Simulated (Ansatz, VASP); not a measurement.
One calculation of CeO2, two programs

INCAR

```
SYSTEM = CeO2
  ALGO = Normal
  EDIFF = 1E-7
  ENCUT = 520
  GGA = PE
  ISIF = 2
  ISMEAR = 0
  LASPH = .TRUE.
  LCHARG = .FALSE.
  LREAL = .FALSE.
  LWAVE = .FALSE.
  NBANDS = 19
  NELM = 100
  PREC = Accurate
  SIGMA = 0.01
```

KPOINTS

```
k-points
0
G
  6 6 6
  0 0 0
```

Contents of POSCAR:

```
CeO2
1.0
    0.0000000000      2.7857796457      2.7857796457
    2.7857796457      0.0000000000      2.7857796457
    2.7857796457      2.7857796457      0.0000000000
Ce O
1 2
Direct
    0.0000000000      0.0000000000      0.0000000000
    0.2500000000      0.2500000000      0.2500000000
    0.7500000000      0.7500000000      0.7500000000
```

Input for Ansatz:

```yaml
crystal:
  lattice:
    - [0.0, 2.7857796457, 2.7857796457]
    - [2.7857796457, 0.0, 2.7857796457]
    - [2.7857796457, 2.7857796457, 0.0]
  atoms:
    - { symbol: Ce, position: [0.0, 0.0, 0.0] }
    - { symbol: O, position: [0.25, 0.25, 0.25] }
    - { symbol: O, position: [0.75, 0.75, 0.75] }
kpoints:
  mp_grid: { grid: [6, 6, 6] }
hamiltonian:
  xc: pbe
scf:
  occupations: { method: fixed }
  n_extra_bands: 4
output:
  forces: true
  stress: true
  eigenvalues: true
```

Alike in both runs: task single point; functional PBE; k mesh 6 × 6 × 6; no spin polarisation.

```csv
,VASP,Ansatz
version,VASP 6.6.1,Ansatz 0.2.0
potentials or method,"VASP PAW PBE potentials, release 64 (Ce, O)","plane waves, PAW"
plane-wave cutoff (eV),520,420
occupations,"gaussian, width 0.01 eV",fixed
valence electrons in the cell,24,24
```

|  | VASP | Ansatz | Ansatz less VASP |
| --- | --- | --- | --- |
| gap on the k mesh at the Fermi level (eV) | 1.80 | 1.83 | +0.030 |
| pressure (GPa) | -9.0 | -8.9 | +0.06 |

Spin-orbit coupling is off throughout.
